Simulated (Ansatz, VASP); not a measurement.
**Two plane-wave programs on Na**

```
Na
1.0
     4.83777    0.00000    0.00000
    -2.41889    4.18963    0.00000
     0.00000    0.00000    2.87119
Na
3
Direct
  0.00000 0.00000 0.00000
  0.33333 0.66667 0.50000
  0.66667 0.33333 0.50000
```

Change from the starting cell: volume scaled by 0.52, PAW files.

Alike in both runs: task single point; functional PBE; k mesh 6 × 6 × 8; occupations fermi-dirac, width 0.08 eV; no spin polarisation.

```csv
,VASP,Ansatz
version,VASP 6.6.1,Ansatz 0.2.0
potentials or method,"VASP PAW PBE potentials, release 64 (Na_pv)","PAW with Ansatz's default frozen-core files, scalar-relativistic"
plane-wave cutoff (eV),520,420
valence electrons in the cell,21,27
```

Ansatz gave:

* pressure (GPa): 16.8
* traceless stress, the component that is largest in VASP (GPa): -0.41

Which values does VASP return?

Pressure (GPa): 16.8; traceless stress, the component that is largest in VASP (GPa): -0.40.

The functional is the same, so the differences come from potentials, cutoffs and numerics. VASP's potentials hold 21 valence electrons a cell and Ansatz's 27, so a difference there can come from the potentials and not from the codes.
